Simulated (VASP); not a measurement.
# C in VASP: notebook

C is run at these levels: PBE; tasks: single point.

Everything below comes from runs of VASP 6.6.1. Logs are shortened: lines on timing, memory, paths and dates and some standing lists are left out, and cuts for length are marked.

## 1. The cell of the first run

Symmetry: I4_1/amd, No. 141, tetragonal system. Conventional cell: a = 2.525 Å, b = 2.525 Å, c = 3.661 Å, α = 90.00°, β = 90.00°, γ = 90.00°. Within 2.1 Å of C (site symmetry -4m2) lie 4 C at 1.56 Å.

## 2. Single point, PBE (strain +0.000 along x and y, +0.025 along z)

INCAR

```
PREC     = Accurate       # precision mode
ENCUT    = 520            # plane-wave cutoff, eV
EDIFF    = 1E-6           # SCF threshold, eV
ISMEAR   = 0              # smearing method
SIGMA    = 0.05           # smearing width, eV
LREAL    = F              # projectors in reciprocal space
LASPH    = T              # aspherical terms in the spheres
NELM     = 80             # most SCF steps
ALGO     = Normal         # electronic algorithm
ISIF     = 2              # what is computed and relaxed
LWAVE    = F              # write WAVECAR
LCHARG   = F              # write CHGCAR
GGA      = PE             # functional
NBANDS   = 11             # bands
```

KPOINTS

```
Automatic mesh
0
Gamma
  12 12 12
```

POSCAR

```
C
1.0
    0.0000000000      1.7857375322      1.8303809705
    1.7857375322      0.0000000000      1.8303809705
    1.7857375322      1.7857375322      0.0000000000
C
2
Direct
    0.5000000000      0.5000000000      0.5000000000
    0.7500000000      0.7500000000      0.7500000000
```

Potentials or basis: VASP PAW PBE potentials, release 64 (C).

The run is started by

```console
cat potpaw_PBE.64/C/POTCAR > POTCAR
mpirun -np 1 vasp_std > vasp.out
```

OUTCAR:

```text
PREC = Accurate
   ENCUT = 520
   EDIFF = 1E-6
   ISMEAR = 0
   LREAL = F
   LASPH = T
   NELM = 80
   ISIF = 2
   GGA = PE

 ion  position               nearest neighbor table
   1  0.500  0.500  0.500-   2 1.56   2 1.56   2 1.56   2 1.56
   2  0.750  0.750  0.750-   1 1.56   1 1.56   1 1.56   1 1.56

  LATTYP: Found a body centered tetragonal cell.
 ALAT       =     2.5254142369
 C/A-ratio  =     1.4495689014

  Lattice vectors:

 A1 = (  -1.7857375322,   0.0000000000,   1.8303809705)
 A2 = (   1.7857375322,   0.0000000000,   1.8303809705)
 A3 = (   0.0000000000,   1.7857375322,  -1.8303809705)

Analysis of symmetry for initial positions (statically):
=====================================================================
 Subroutine PRICEL returns:
 Original cell was already a primitive cell.

 Routine SETGRP: Setting up the symmetry group for a
 body centered tetragonal supercell.

 Subroutine GETGRP returns: Found 16 space group operations
 (whereof  8 operations were pure point group operations)
 out of a pool of 16 trial point group operations.

The static configuration has the point symmetry D_2d.
 The point group associated with its full space group is D_4h.

Analysis of symmetry for dynamics (positions and initial velocities):
=====================================================================
 Subroutine PRICEL returns:
 Original cell was already a primitive cell.

 Routine SETGRP: Setting up the symmetry group for a
 body centered tetragonal supercell.

 Subroutine GETGRP returns: Found 16 space group operations
 (whereof  8 operations were pure point group operations)
 out of a pool of 16 trial point group operations.

The dynamic configuration has the point symmetry D_2d.
 The point group associated with its full space group is D_4h.

 Subroutine INISYM returns: Found 16 space group operations
 (whereof  8 operations are pure point group operations),
 and found     1 'primitive' translations

----------------------------------------------------------------------------------------

                                     Primitive cell

  volume of cell :      11.6737

  direct lattice vectors                    reciprocal lattice vectors
     0.000000000  1.785737532  1.830380971    -0.279996355  0.279996355  0.273167176
     1.785737532  0.000000000  1.830380971     0.279996355 -0.279996355  0.273167176
     1.785737532  1.785737532  0.000000000     0.279996355  0.279996355 -0.273167176

  length of vectors
     2.557176770  2.557176770  2.525414237     0.481057401  0.481057401  0.481057401

  position of ions in fractional coordinates (direct lattice)
[... 83 lines left out ...]
   IBRION =     -1    ionic relax: 0-MD 1-quasi-New 2-CG
   NFREE  =      0    steps in history (QN), initial steepest desc. (CG)
   ISIF   =      2    stress and relaxation
   ISYM   =      2    0-nonsym 1-usesym 2-fastsym
   POTIM  = 0.5000    time-step for ionic-motion
   TEBEG  =    0.0;   TEEND  =   0.0 temperature during run
   PSTRESS=    0.0 pullay stress
   NELECT =       8.0000    total number of electrons
   NUPDOWN=      -1.0000    fix difference up-down
   EMIN   =  10.00;   EMAX   =-10.00  energy-range for DOS
   EFERMI =   0.00;   METHOD = LEGACY
   ISMEAR =     0;   SIGMA  =   0.05  broadening in eV -4-tet -1-fermi 0-gaus
   EFERMI_NEDOS =   21; number of points for ismear=-14 and -15
   IALGO  =     38    algorithm
   IMIX   =      4    mixing-type and parameters
     AMIX     =   0.40;   BMIX     =  1.00
     AMIX_MAG =   1.60;   BMIX_MAG =  1.00
  volume/ion in A,a.u.               =       5.84        39.39
  Fermi-wavevector in a.u.,A,eV,Ry     =   1.443342  2.727521 28.344148  2.083236
  Thomas-Fermi vector in A             =   2.561760
   LORBIT       =      0    0 simple, 1 ext, 2 COOP (PROOUT), +10 PAW based schemes
   GGA     = PE    functional components
   LHFCALC =     F    Hartree Fock is set to
   AEXX    =    0.0000 exact exchange contribution
   IVDW    =     0    specifies the selected vdW correction
   LEPSILON=     F    determine dielectric tensor
   LRPA    =     F    only Hartree local field effects (RPA)
 non-spin polarized calculation
 Gauss-broadening in eV      SIGMA  =   0.05
  energy-cutoff  :      520.00
  volume of cell :       11.67
 maximum number of plane-waves:       331
   NGX =  9   NGY =  9   NGZ =  9

 number of electron       8.0000000 magnetization

 Free energy of the ion-electron system (eV)
  ---------------------------------------------------
  ext. energy  EPLUGINS =         0.00000000
  ---------------------------------------------------
  free energy    TOTEN  =       -18.16450990 eV

  energy without entropy =      -18.16450990  energy(sigma->0) =      -18.16450990

 E-fermi :   9.7333     XC(G=0): -13.1083

 val. band max:        9.4453020713   @ k =   0.0000   0.0000   0.0000
 cond. band min:      13.2269101661   @ k =   0.3333   0.0000   0.3333
 fundamental gap:      3.7816080949
 Fermi energy:         9.7332597127

 k-point     1 :       0.0000    0.0000    0.0000
  band No.  band energies     occupation
      1     -11.7752      2.00000
      2       9.0706      2.00000
      3       9.4453      2.00000
      4       9.4453      2.00000
      5      14.7366      0.00000
      6      14.7366      0.00000
      7      15.0384      0.00000
      8      21.9899      0.00000
      9      28.2581      0.00000
     10      34.8319      0.00000
     11      35.6937      0.00000
[... 309 lines left out ...]
 k-point    24 :      -0.4167    0.1667    0.0000
  band No.  band energies     occupation
      1      -5.7205      2.00000
      2      -2.9838      2.00000
      3       3.7183      2.00000
      4       6.0674      2.00000
      5      17.0597      0.00000
      6      19.3996      0.00000
      7      19.9176      0.00000
      8      24.4821      0.00000
      9      28.5890      0.00000
     10      33.2350      0.00000
     11      33.2989      0.00000

 [... further k-points ...]
[... 5 lines left out ...]
  --------------------------------------------------------------------------------------
  -------------------------------------------------------------------------------------
  Total       -0.1443335     -0.1443335     -1.8071861      0.0000000      0.0000000      0.0000000
  in kB      -19.8093787    -19.8093787   -248.0314305      0.0000000      0.0000000      0.0000000
  external PRESSURE =     -95.8833960 kB  Pullay stress =       0.0000000 kB

 VOLUME and BASIS-vectors are now :
 -----------------------------------------------------------------------------
  energy-cutoff  :      520.00
  volume of cell :       11.67
      direct lattice vectors                 reciprocal lattice vectors
     0.000000000  1.785737532  1.830380971    -0.279996355  0.279996355  0.273167176
     1.785737532  0.000000000  1.830380971     0.279996355 -0.279996355  0.273167176
     1.785737532  1.785737532  0.000000000     0.279996355  0.279996355 -0.273167176

 POSITION                                       TOTAL-FORCE (eV/Angst)
 -----------------------------------------------------------------------------------
      1.78574      1.78574      1.83038         0.000000      0.000000      0.000000
      2.67861      2.67861      2.74557         0.000000      0.000000     -0.000000
 -----------------------------------------------------------------------------------
    total drift:                                0.000000     -0.000000      0.000000

  FREE ENERGIE OF THE ION-ELECTRON SYSTEM (eV)
  ---------------------------------------------------
  free  energy   TOTEN  =       -18.1645099010 eV

  energy  without entropy=      -18.1645099010  energy(sigma->0) =      -18.16450990
```

OSZICAR:

```text
N       E                     dE             d eps       ncg     rms          rms(c)
DAV:   1     0.123950699119E+01    0.12395E+01   -0.47093E+03  3770   0.695E+02
DAV:   2    -0.183682196733E+02   -0.19608E+02   -0.18998E+02  4755   0.128E+02
DAV:   3    -0.187475998491E+02   -0.37938E+00   -0.37818E+00  4166   0.135E+01
DAV:   4    -0.187482423547E+02   -0.64251E-03   -0.64249E-03  3888   0.686E-01
DAV:   5    -0.187482431240E+02   -0.76928E-06   -0.76928E-06  4148   0.227E-02    0.535E+00
DAV:   6    -0.183102112756E+02    0.43803E+00   -0.22869E-01  3670   0.335E+00    0.320E+00
DAV:   7    -0.181627044540E+02    0.14751E+00   -0.28287E-01  3853   0.377E+00    0.712E-01
DAV:   8    -0.181644459224E+02   -0.17415E-02   -0.81268E-03  3739   0.667E-01    0.426E-02
DAV:   9    -0.181644893433E+02   -0.43421E-04   -0.62154E-05  4310   0.634E-02    0.240E-02
DAV:  10    -0.181645098430E+02   -0.20500E-04   -0.15878E-05  3826   0.347E-02    0.526E-03
DAV:  11    -0.181645099010E+02   -0.57947E-07   -0.24890E-07  3085   0.452E-03
   1 F= -.18164510E+02 E0= -.18164510E+02  d E =-.128601E-18
```

stdout:

```text
POSCAR found type information on POSCAR C
 POSCAR found :  1 types and       2 ions
 scaLAPACK will be used
 LDA part: xc-table for (Slater+PW92), standard interpolation
 POSCAR, INCAR and KPOINTS ok, starting setup
 FFT: planning ... GRIDC
 FFT: planning ... GRID_SOFT
 FFT: planning ... GRID
 WAVECAR not read
 entering main loop
```

Wall time 7.1 s (1 thread of Intel Xeon 6975P-C (Granite Rapids), shared host); peak memory 0.13 GiB.

What came out:

| Quantity | Value |
| --- | --- |
| Free energy | -18.1645 eV |
| Pressure | -9.6 GPa |
| Band gap on the k mesh | 3.78 eV, indirect (least direct gap 5.29 eV) |

Levels at points of the mesh, in eV from the valence-band top:
```tsv
k point	band 1	band 2	band 3	band 4	band 5	band 6	band 7	band 8	band 9
(0.00, 0.00, 0.00)	-21.22	-0.37	0.00	0.00	5.29	5.29	5.59	12.54	18.81
(0.50, 0.00, 0.00)	-15.61	-13.18	-3.07	-2.63	7.77	8.31	8.68	15.31	21.35
(0.50, 0.50, 0.00)	-12.93	-12.93	-6.01	-6.01	4.95	4.95	16.16	16.16	22.34
(0.50, 0.00, 0.50)	-12.56	-12.56	-6.36	-6.36	4.39	4.39	16.26	16.26	22.68
```

Caveat: the cell differs from its parent crystal (strain +0.000 along x and y, +0.025 along z). A k mesh can miss the band edges.

## 3. Single point, PBE (strain +0.025 along x and y, +0.000 along z)

INCAR

```
ALGO = Normal ; EDIFF = 1E-7
ENCUT = 520 ; GGA = PE
ISIF = 2 ; ISMEAR = 0
LASPH = True ; LCHARG = True
LELF = True ; LREAL = False
LVHAR = True ; LWAVE = False
NBANDS = 11 ; NELM = 60
PREC = Accurate ; SIGMA = 0.05
```

KPOINTS

```
k-points
0
Gamma
  12 12 12
```

POSCAR

```
C
1.0
    0.0000000000      1.8303809705      1.7857375322
    1.8303809705      0.0000000000      1.7857375322
    1.8303809705      1.8303809705      0.0000000000
C
2
Direct
    0.5000000000      0.5000000000      0.5000000000
    0.7500000000      0.7500000000      0.7500000000
```

Potentials or basis: VASP PAW PBE potentials, release 64 (C).

The run is started by

```console
cat potpaw_PBE.64/C/POTCAR > POTCAR
mpirun -np 1 vasp_std > vasp.out
```

Run time: 7.3 s. Hardware: 1 thread of Intel Xeon 6975P-C (Granite Rapids), shared host; peak memory 0.12 GiB.

Results (log left out):

```
Free energy            : -18.1392 eV
Pressure               : -19.0 GPa
Band gap on the k mesh : 3.44 eV, indirect (least direct gap 5.02 eV)
```

Stress tensor (GPa, compression positive):
```
-26.01   0.00   0.00
  0.00 -26.01   0.00
  0.00   0.00  -4.89
```

Levels at points of the mesh, in eV from the valence-band top:
| k point | band 1 | band 2 | band 3 | band 4 | band 5 | band 6 | band 7 | band 8 | band 9 |
| --- | --- | --- | --- | --- | --- | --- | --- | --- | --- |
| (0.00, 0.00, 0.00) | -21.01 | -0.35 | -0.35 | 0.00 | 5.02 | 5.32 | 5.32 | 11.89 | 18.40 |
| (0.50, 0.00, 0.00) | -15.53 | -13.03 | -3.10 | -2.69 | 7.56 | 7.91 | 8.43 | 14.97 | 20.90 |
| (0.50, 0.50, 0.00) | -12.38 | -12.38 | -6.44 | -6.44 | 4.05 | 4.05 | 15.86 | 15.86 | 22.25 |
| (0.50, 0.00, 0.50) | -12.75 | -12.75 | -6.09 | -6.09 | 4.60 | 4.60 | 15.71 | 15.71 | 21.89 |

Caveat: the cell differs from its parent crystal (strain +0.025 along x and y, +0.000 along z). A k mesh can miss the band edges.

## 4. Single point, PBE (strain +0.025 along x and y, +0.050 along z)

INCAR

```
SYSTEM = C
ALGO = Normal
EDIFF = 1E-7
ENCUT = 520
GGA = PE
ISIF = 2
ISMEAR = 0
LASPH = .True.
LCHARG = .False.
LREAL = .False.
LWAVE = .False.
NBANDS = 11
NELM = 60
PREC = Accurate
SIGMA = 0.05
```

KPOINTS

```
k-points
0
Gamma
  12 12 12
  0 0 0
```

POSCAR

```
C
1.0
    0.0000000000      1.8303809705      1.8750244088
    1.8303809705      0.0000000000      1.8750244088
    1.8303809705      1.8303809705      0.0000000000
C
2
Direct
    0.5000000000      0.5000000000      0.5000000000
    0.7500000000      0.7500000000      0.7500000000
```

The run is started by

```console
cat potpaw_PBE.64/C/POTCAR > POTCAR
mpirun -np 1 vasp_std > vasp.out
```

It took 7.1 s on 1 thread of Intel Xeon 6975P-C (Granite Rapids), shared host; peak memory 0.13 GiB.

The run converged. Its results:

```
Free energy            : -18.0382 eV
Pressure               : -35.0 GPa
Band gap on the k mesh : 3.64 eV, indirect (least direct gap 5.10 eV)
```

Stress tensor (GPa, compression positive):
```
-28.16   0.00   0.00
  0.00 -28.16   0.00
  0.00   0.00 -48.64
```

Levels at points of the mesh, in eV from the valence-band top:
```
           k point  band 1  band 2  band 3  band 4  band 5  band 6  band 7  band 8  band 9
(0.00, 0.00, 0.00)  -20.27   -0.35    0.00    0.00    5.10    5.10    5.39   10.94   17.93
(0.50, 0.00, 0.00)  -15.05  -12.41   -2.86   -2.46    7.15    7.99    8.07   14.61   20.37
(0.50, 0.50, 0.00)  -12.41  -12.41   -5.60   -5.60    4.77    4.77   15.11   15.11   21.08
(0.50, 0.00, 0.50)  -12.08  -12.08   -5.92   -5.92    4.26    4.26   15.21   15.21   21.39
```

Caveat: the cell differs from its parent crystal (strain +0.025 along x and y, +0.050 along z). A k mesh can miss the band edges.

## 5. Single point, PBE (strain +0.050 along x and y, +0.025 along z)

INCAR

```
ALGO = Normal ; EDIFF = 1E-6
ENCUT = 520 ; GGA = PE
ISIF = 2 ; ISMEAR = 0
LASPH = True ; LCHARG = False
LREAL = False ; LWAVE = False
NBANDS = 11 ; NELM = 100
PREC = Accurate ; SIGMA = 0.05
```

KPOINTS

```
k-points
0
Gamma
  12 12 12
```

POSCAR

```
C
1.0
    0.0000000000      1.8750244088      1.8303809705
    1.8750244088      0.0000000000      1.8303809705
    1.8750244088      1.8750244088      0.0000000000
C
2
Direct
    0.5000000000      0.5000000000      0.5000000000
    0.7500000000      0.7500000000      0.7500000000
```

The run is started by

```console
cat potpaw_PBE.64/C/POTCAR > POTCAR
mpirun -np 1 vasp_std > vasp.out
```

It took 7 s on 1 thread of Intel Xeon 6975P-C (Granite Rapids), shared host; peak memory 0.13 GiB.

It converged, with:

- Free energy: -17.9654 eV
- Pressure: -41.8 GPa
- Band gap on the k mesh: 3.32 eV, indirect (least direct gap 4.85 eV)

Stress tensor (GPa, compression positive):
```
-48.09   0.00   0.00
  0.00 -48.09   0.00
  0.00   0.00 -29.12
```

Levels at points of the mesh, in eV from the valence-band top:
```csv
k point,band 2,band 3,band 4,band 5,band 6,band 7
"(0.00, 0.00, 0.00)",-0.32,-0.32,0.00,4.85,5.13,5.13
"(0.50, 0.00, 0.00)",-12.27,-2.89,-2.52,6.83,7.63,7.93
"(0.50, 0.50, 0.00)",-11.92,-5.99,-5.99,3.94,3.94,14.83
"(0.50, 0.00, 0.50)",-12.24,-5.68,-5.68,4.45,4.45,14.69
```

Caveat: the cell differs from its parent crystal (strain +0.050 along x and y, +0.025 along z). A k mesh can miss the band edges.

## 6. Single point, PBE (strain -0.050 along x and y, -0.050 along z)

INCAR

```
ALGO = Normal
EDIFF = 1E-6
ENCUT = 520
GGA = PE
ISIF = 2
ISMEAR = 0
LASPH = T
LCHARG = T
LELF = T
LREAL = F
LVHAR = T
LWAVE = F
NBANDS = 11
NELM = 60
PREC = Accurate
SIGMA = 0.05
```

KPOINTS is that of step 5.

POSCAR

```
C
1.0
    0.0000000000      1.6964506556      1.6964506556
    1.6964506556      0.0000000000      1.6964506556
    1.6964506556      1.6964506556      0.0000000000
C
2
Direct
    0.5000000000      0.5000000000      0.5000000000
    0.7500000000      0.7500000000      0.7500000000
```

Potentials or basis: VASP PAW PBE potentials, release 64 (C).

The run is started by

```console
cat potpaw_PBE.64/C/POTCAR > POTCAR
mpirun -np 1 vasp_std > vasp.out
```

Run time: 3.2 s. Hardware: 1 thread of Intel Xeon 6975P-C (Granite Rapids), shared host; peak memory 0.11 GiB.

Results (log left out):

```
Free energy            : -17.7758 eV
Pressure               : 89.6 GPa
Band gap on the k mesh : 4.51 eV, indirect (least direct gap 6.01 eV)
```

Levels at points of the mesh, in eV from the valence-band top:
| k point | band 2 | band 3 | band 4 | band 5 | band 6 | band 7 |
| --- | --- | --- | --- | --- | --- | --- |
| (0.00, 0.00, 0.00) | 0.00 | 0.00 | 0.00 | 6.01 | 6.01 | 6.01 |
| (0.50, 0.00, 0.00) | -15.15 | -3.21 | -3.21 | 9.08 | 9.08 | 10.98 |
| (0.50, 0.50, 0.00) | -13.90 | -7.26 | -7.26 | 5.06 | 5.06 | 19.22 |

Caveat: the cell differs from its parent crystal (strain -0.050 along x and y, -0.050 along z).

## 7. The runs side by side

| cell | gap on the mesh (eV) | pressure (GPa) |
| --- | --- | --- |
| a = 2.557, b = 2.557, c = 2.525 Å, angles 60.4, 60.4, 59.2°, 2 atoms | 3.78 | -9.6 |
| a = 2.557, b = 2.557, c = 2.589 Å, angles 59.6, 59.6, 60.8°, 2 atoms | 3.44 | -19.0 |
| a = 2.620, b = 2.620, c = 2.589 Å, angles 60.4, 60.4, 59.2°, 2 atoms | 3.64 | -35.0 |
| a = 2.620, b = 2.620, c = 2.652 Å, angles 59.6, 59.6, 60.8°, 2 atoms | 3.32 | -41.8 |
| a = 2.399 Å, angles 60.0°, 2 atoms | 4.51 | 89.6 |

Alike in all rows: task single point; level PBE; potentials or basis VASP PAW PBE potentials, release 64 (C); no spin polarisation; k mesh 12 × 12 × 12; cutoff (eV) 520; smearing gaussian 0.05 eV.

Total energies depend on the potentials used, so only differences within one code and one set of settings carry meaning.
